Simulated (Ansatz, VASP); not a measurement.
**One calculation of Zr, two programs**

The input INCAR:

```
SYSTEM = Zr
ALGO = Fast ; EDIFF = 1E-6
ENCUT = 520 ; GGA = PS
ISIF = 2 ; ISMEAR = 0
LASPH = .True. ; LCHARG = .False.
LREAL = .False. ; LWAVE = .False.
NBANDS = 12 ; NELM = 60
PREC = Accurate ; SIGMA = 0.15
```

File KPOINTS:

```
k-points
0
Gamma
  18 18 18
  0 0 0
```

The input POSCAR:

```
Zr
1.0
    0.0000000000      2.4354000000      2.3452000000
    2.4354000000      0.0000000000      2.3452000000
    2.4354000000      2.4354000000      0.0000000000
Zr
1
Direct
    0.0000000000      0.0000000000      0.0000000000
```

Input for Ansatz:

```yaml
crystal:
  lattice:
    - [0.0, 2.4354, 2.3452]
    - [2.4354, 0.0, 2.3452]
    - [2.4354, 2.4354, 0.0]
  atoms:
    - { symbol: Zr, position: [0.0, 0.0, 0.0] }
basis:
  ecutwfc: 420
kpoints:
  mp_grid: { grid: [18, 18, 18] }
hamiltonian:
  xc: pbesol
scf:
  occupations: { method: gaussian, width: 0.15 }
output:
  forces: true
  stress: true
  eigenvalues: true
```

Change from the starting cell: strain +0.080 along x and y, +0.040 along z, atoms carried along.

Alike in both runs: task single point; functional PBEsol; k mesh 18 × 18 × 18; occupations gaussian, width 0.15 eV; no spin polarisation.

|  | VASP | Ansatz |
| --- | --- | --- |
| version | VASP 6.6.1 | Ansatz 0.2.0 |
| potentials or method | VASP PAW PBE potentials, release 64 (Zr_sv), cutoff 520 eV | scalar-relativistic, plane waves, PAW |
| valence electrons in the cell | 12 | 12 |

```csv
,VASP,Ansatz,Ansatz less VASP
gap on the k mesh at the Fermi level (eV),none,none,-
pressure (GPa),-14.7,-14.8,-0.04
"traceless stress, the component that is largest in VASP (GPa)",0.74,0.74,-0.001
```

VASP's potentials were made for PBE, not for PBEsol. A gap of «none» marks a metal or a gap that the smearing closes. The functional is the same, so the differences come from potentials, cutoffs and numerics.
